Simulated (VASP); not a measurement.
# Pt (Immm) in VASP: further runs

Runs on Pt. Level: PBE. Tasks: single point.

Program: VASP 6.6.1. These are calculated values, not measurements. Logs are shortened: lines on timing, memory, paths and dates and some standing lists are left out, and cuts for length are marked.

## (1) The cell of the first run

The structure is orthorhombic, space group Immm (No. 71). The conventional cell has a = 2.748 Å, b = 2.790 Å, c = 3.916 Å, α = 90.00°, β = 90.00°, γ = 90.00°. Pt (site symmetry mmm) has 12 Pt at 2.75 to 2.79 Å within 3.6 Å.

## (2) Single point, PBE (strain +0.0150 x Voigt [0, 0, 0, 1, 0, 0])

Contents of INCAR:

```
SYSTEM = Pt
ALGO = Fast
EDIFF = 1E-7
ENCUT = 520
GGA = PE
ISIF = 2
ISMEAR = 0
LASPH = .True.
LCHARG = .False.
LREAL = .False.
LWAVE = .False.
NBANDS = 11
NELM = 100
PREC = Accurate
SIGMA = 0.15
```

Contents of KPOINTS:

```
k-points
0
Gamma
  10 10 10
  0 0 0
```

Contents of POSCAR:

```
Pt
1.0
    0.0000000000      1.9725842500      1.9725842500
    1.9579000000      0.0146842500      1.9579000000
    1.9579000000      1.9579000000      0.0146842500
Pt
1
Direct
    0.0000000000      0.0000000000      0.0000000000
```

Potentials or basis: VASP PAW PBE potentials, release 64 (Pt).

Started as:

```bash
cat potpaw_PBE.64/Pt/POTCAR > POTCAR
mpirun -np 1 vasp_std > vasp.out
```

OUTCAR:

```text
SYSTEM = Pt
   EDIFF = 1E-7
   ENCUT = 520
   GGA = PE
   ISIF = 2
   ISMEAR = 0
   LASPH = .True.
   LREAL = .False.
   NELM = 100
   PREC = Accurate

 ion  position               nearest neighbor table
   1  0.000  0.000  0.000-

  LATTYP: Found a body centered orthorhombic cell.
 ALAT       =     2.7481220683
 B/A-ratio  =     1.0151133501
 C/A-ratio  =     1.4249003147

  Lattice vectors:

 A1 = (  -1.9579000000,   1.9579000000,   0.0146842500)
 A2 = (  -1.9579000000,  -1.9579000000,  -0.0146842500)
 A3 = (   1.9579000000,   0.0146842500,   1.9579000000)

Analysis of symmetry for initial positions (statically):
=====================================================================
 Subroutine PRICEL returns:
 Original cell was already a primitive cell.

 Routine SETGRP: Setting up the symmetry group for a
 body centered orthorhombic supercell.

 Subroutine GETGRP returns: Found  8 space group operations
 (whereof  8 operations were pure point group operations)
 out of a pool of  8 trial point group operations.

The static configuration has the point symmetry D_2h.

Analysis of symmetry for dynamics (positions and initial velocities):
=====================================================================
 Subroutine PRICEL returns:
 Original cell was already a primitive cell.

 Routine SETGRP: Setting up the symmetry group for a
 body centered orthorhombic supercell.

 Subroutine GETGRP returns: Found  8 space group operations
 (whereof  8 operations were pure point group operations)
 out of a pool of  8 trial point group operations.

The dynamic configuration has the point symmetry D_2h.

 Subroutine INISYM returns: Found  8 space group operations
 (whereof  8 operations are pure point group operations),
 and found     1 'primitive' translations

----------------------------------------------------------------------------------------

                                     Primitive cell

  volume of cell :      15.0099

  direct lattice vectors                    reciprocal lattice vectors
     0.000000000  1.972584250  1.972584250    -0.255375658  0.253474598  0.253474598
     1.957900000  0.014684250  1.957900000     0.255375658 -0.257305448  0.257305448
     1.957900000  1.957900000  0.014684250     0.255375658  0.257305448 -0.257305448

  length of vectors
     2.789655399  2.768927671  2.768927671     0.440131197  0.444554737  0.444554737

  position of ions in fractional coordinates (direct lattice)
     0.000000000  0.000000000  0.000000000

  ion indices of the primitive-cell ions
   primitive index   ion index
                 1           1

----------------------------------------------------------------------------------------

 KPOINTS: k-points

Automatic generation of k-mesh.
 Grid dimensions read from file:
 generate k-points for:   10   10   10

 Generating k-lattice:

  Cartesian coordinates                     Fractional coordinates (reciprocal lattice)
    -0.025537566  0.025347460  0.025347460     0.100000000  0.000000000  0.000000000
     0.025537566 -0.025730545  0.025730545     0.000000000  0.100000000  0.000000000
     0.025537566  0.025730545 -0.025730545     0.000000000  0.000000000  0.100000000

  Length of vectors
     0.044013120  0.044455474  0.044455474

  Shift w.r.t. Gamma in fractional coordinates (k-lattice)
     0.000000000  0.000000000  0.000000000

 Subroutine IBZKPT returns following result:
 ===========================================

 Found    171 irreducible k-points:

 Following reciprocal coordinates:
            Coordinates               Weight
  0.000000  0.000000  0.000000      1.000000
  0.100000 -0.000000 -0.000000      4.000000
  0.200000 -0.000000 -0.000000      4.000000
  0.300000 -0.000000 -0.000000      4.000000
  0.400000 -0.000000 -0.000000      4.000000
  0.500000 -0.000000 -0.000000      2.000000
[... 16 lines left out ...]
 -0.400000  0.200000  0.000000      8.000000
 -0.300000  0.200000 -0.000000      8.000000
 [... further k-points ...]
   k-points           NKPTS =    171   k-points in BZ     NKDIM =    171   number of bands    NBANDS=     11
   number of dos      NEDOS =    301   number of ions     NIONS =      1
   total plane-waves  NPLWV =  13824
   dimension x,y,z NGX =    24 NGY =   24 NGZ =   24
   dimension x,y,z NGXF=    48 NGYF=   48 NGZF=   48
   ions per type =               1
   NGX,Y,Z   is equivalent  to a cutoff of  14.30, 14.41, 14.41 a.u.
   NGXF,Y,Z  is equivalent  to a cutoff of  28.60, 28.82, 28.82 a.u.
 SYSTEM =  Pt
   PREC   = accura    normal or accurate (medium, high low for compatibility)
   ISTART =      0    job   : 0-new  1-cont  2-samecut
   ICHARG =      2    charge: 1-file 2-atom 10-const
   ISPIN  =      1    spin polarized calculation?
   LNONCOLLINEAR =      F non collinear calculations
   LSORBIT =      F    spin-orbit coupling
   LASPH  =      T    aspherical Exc in radial PAW
   ENCUT  =  520.0 eV  38.22 Ry    6.18 a.u.   5.19  5.15  5.15*2*pi/ulx,y,z
   NELM   =    100;   NELMIN=  2; NELMDL= -5     # of ELM steps
   EDIFF  = 0.1E-06   stopping-criterion for ELM
   LREAL  =      F    real-space projection
   EDIFFG = 0.1E-05   stopping-criterion for IOM
   NSW    =      0    number of steps for IOM
   IBRION =     -1    ionic relax: 0-MD 1-quasi-New 2-CG
   NFREE  =      0    steps in history (QN), initial steepest desc. (CG)
   ISIF   =      2    stress and relaxation
   ISYM   =      2    0-nonsym 1-usesym 2-fastsym
   POTIM  = 0.5000    time-step for ionic-motion
   TEBEG  =    0.0;   TEEND  =   0.0 temperature during run
   PSTRESS=    0.0 pullay stress
   NELECT =      10.0000    total number of electrons
   NUPDOWN=      -1.0000    fix difference up-down
   EMIN   =  10.00;   EMAX   =-10.00  energy-range for DOS
   EFERMI =   0.00;   METHOD = LEGACY
   ISMEAR =     0;   SIGMA  =   0.15  broadening in eV -4-tet -1-fermi 0-gaus
   EFERMI_NEDOS =   21; number of points for ismear=-14 and -15
   IALGO  =     68    algorithm
   IMIX   =      4    mixing-type and parameters
     AMIX     =   0.40;   BMIX     =  1.00
     AMIX_MAG =   1.60;   BMIX_MAG =  1.00
  volume/ion in A,a.u.               =      15.01       101.29
  Fermi-wavevector in a.u.,A,eV,Ry     =   1.429824  2.701975 27.815691  2.044396
  Thomas-Fermi vector in A             =   2.549735
   LORBIT       =      0    0 simple, 1 ext, 2 COOP (PROOUT), +10 PAW based schemes
   GGA     = PE    functional components
   LHFCALC =     F    Hartree Fock is set to
   AEXX    =    0.0000 exact exchange contribution
   IVDW    =     0    specifies the selected vdW correction
   LEPSILON=     F    determine dielectric tensor
   LRPA    =     F    only Hartree local field effects (RPA)
 non-spin polarized calculation
 RMM-DIIS sequential band-by-band and
 Gauss-broadening in eV      SIGMA  =   0.15
  energy-cutoff  :      520.00
  volume of cell :       15.01
 maximum number of plane-waves:       417
 NGX is ok and might be reduce to    24
   NGX = 11   NGY = 11   NGZ = 11

 number of electron      10.0000000 magnetization

 Free energy of the ion-electron system (eV)
  ---------------------------------------------------
  ext. energy  EPLUGINS =         0.00000000
  ---------------------------------------------------
  free energy    TOTEN  =        -6.06952281 eV

  energy without entropy =       -6.05224754  energy(sigma->0) =       -6.06088517

 E-fermi :  11.3771     XC(G=0): -13.5187

 val. band max:       11.3733445020   @ k =   0.0000   0.5000  -0.0000
 cond. band min:      11.3829584047   @ k =   0.5000   0.1000  -0.0000
 fundamental gap:      0.0096139027
 Fermi energy:        11.3770721213

 k-point     1 :       0.0000    0.0000    0.0000
  band No.  band energies     occupation
      1       1.0861      2.00000
      2       7.4523      2.00000
      3       7.5343      2.00000
      4       7.6343      2.00000
      5       9.7150      2.00000
      6       9.7175      2.00000
      7      25.9803      0.00000
      8      30.7323      0.00000
      9      30.9779      0.00000
     10      31.2211      0.00000
     11      36.3344      0.00000

 k-point     2 :       0.1000   -0.0000   -0.0000
  band No.  band energies     occupation
      1       1.4791      2.00000
      2       7.3184      2.00000
      3       7.6431      2.00000
      4       7.7817      2.00000
      5       9.6477      2.00000
      6       9.6499      2.00000
      7      26.5658      0.00000
      8      29.0899      0.00000
      9      31.5179      0.00000
     10      31.8223      0.00000
     11      37.9214      0.00000

 k-point     3 :       0.2000   -0.0000   -0.0000
  band No.  band energies     occupation
      1       2.5163      2.00000
      2       7.0895      2.00000
      3       7.8357      2.00000
      4       8.0037      2.00000
      5       9.6970      2.00000
      6       9.7022      2.00000
      7      26.1713      0.00000
      8      27.6741      0.00000
      9      33.1702      0.00000
     10      33.4321      0.00000
     11      35.4103      0.00000

 k-point     4 :       0.3000   -0.0000   -0.0000
  band No.  band energies     occupation
      1       3.5816      2.00000
      2       7.5539      2.00000
      3       7.7311      2.00000
      4       7.9023      2.00000
      5      10.2523      2.00000
      6      10.2944      2.00000
      7      22.8077      0.00000
      8      27.2150      0.00000
      9      33.5827      0.00000
     10      33.8359      0.00000
     11      35.5445      0.00000

 k-point     5 :       0.4000   -0.0000   -0.0000
  band No.  band energies     occupation
      1       3.9406      2.00000
      2       7.4975      2.00000
      3       7.6709      2.00000
      4       9.3433      2.00000
      5      10.9977      1.99965
      6      11.0731      1.99585
      7      19.1841      0.00000
      8      26.0449      0.00000
      9      31.2972      0.00000
     10      31.5252      0.00000
     11      38.5440      0.00000
[... 211 lines left out ...]
 k-point    21 :       0.4000    0.2000   -0.0000
  band No.  band energies     occupation
      1       4.7676      2.00000
      2       6.3071      2.00000
      3       7.4712      2.00000
      4       8.8050      2.00000
      5      11.2592      1.73359
      6      11.6163      0.02409
      7      21.9153      0.00000
      8      27.6976      0.00000
      9      28.0880      0.00000
     10      30.7565      0.00000
     11      36.6185      0.00000

 k-point    22 :       0.5000    0.2000   -0.0000
  band No.  band energies     occupation
      1       4.9555      2.00000
      2       6.6856      2.00000
      3       7.7605      2.00000
      4       8.5618      2.00000
      5      11.4461      0.51498
      6      14.1059      0.00000
      7      18.1057      0.00000
      8      26.4702      0.00000
      9      28.1989      0.00000
     10      29.4932      0.00000
     11      38.7483      0.00000

 k-point    23 :      -0.4000    0.2000    0.0000
  band No.  band energies     occupation
      1       5.0972      2.00000
      2       6.7539      2.00000
      3       8.0329      2.00000
      4       8.4243      2.00000
      5      10.9071      1.99999
      6      14.8532      0.00000
      7      17.6205      0.00000
      8      25.5874      0.00000
      9      28.5980      0.00000
     10      29.7524      0.00000
     11      37.8465      0.00000

 k-point    24 :      -0.3000    0.2000   -0.0000
  band No.  band energies     occupation
      1       5.1778      2.00000
      2       6.9705      2.00000
      3       7.2702      2.00000
      4       8.4844      2.00000
      5       9.9224      2.00000
      6      13.2038      0.00000
      7      20.9913      0.00000
      8      25.5546      0.00000
      9      28.7029      0.00000
     10      32.5058      0.00000
     11      34.6500      0.00000

 [... further k-points ...]

------------------------ aborting loop because EDIFF is reached ----------------------------------------

  FORCE on cell =-STRESS in cart. coord.  units (eV):
  Direction    XX          YY          ZZ          XY          YZ          ZX
  --------------------------------------------------------------------------------------
  -------------------------------------------------------------------------------------
  Total        1.0425986      1.0628264      1.0628264      0.0000000     -0.1281144      0.0000000
  in kB      111.2885875    113.4477385    113.4477385      0.0000000    -13.6751290      0.0000000
  external PRESSURE =     112.7280215 kB  Pullay stress =       0.0000000 kB

 VOLUME and BASIS-vectors are now :
 -----------------------------------------------------------------------------
  energy-cutoff  :      520.00
  volume of cell :       15.01
      direct lattice vectors                 reciprocal lattice vectors
     0.000000000  1.972584250  1.972584250    -0.255375658  0.253474598  0.253474598
     1.957900000  0.014684250  1.957900000     0.255375658 -0.257305448  0.257305448
     1.957900000  1.957900000  0.014684250     0.255375658  0.257305448 -0.257305448

 POSITION                                       TOTAL-FORCE (eV/Angst)
 -----------------------------------------------------------------------------------
      0.00000      0.00000      0.00000         0.000000      0.000000     -0.000000
 -----------------------------------------------------------------------------------
    total drift:                               -0.000000      0.000000      0.000000

  FREE ENERGIE OF THE ION-ELECTRON SYSTEM (eV)
  ---------------------------------------------------
  free  energy   TOTEN  =        -6.0695228066 eV

  energy  without entropy=       -6.0522475376  energy(sigma->0) =       -6.06088517
```

Run time: 20 s. Hardware: 1 thread of Intel Xeon Platinum 8375C at 2.90GHz (Ice Lake), shared host; peak memory 0.16 GiB.

Results:

| Quantity | Value |
| --- | --- |
| Free energy | -6.0695 eV |
| Pressure | 11.3 GPa |
| Band gap on the k mesh | zero (band 5 reaches 11.87 eV, above the bottom of band 6 at 9.63 eV) |

Caveat: the cell differs from its parent crystal (strain +0.0150 x Voigt [0, 0, 0, 1, 0, 0]); spin-orbit coupling is left out, which moves the levels of the heavy elements.

[end of part 1 of 2]
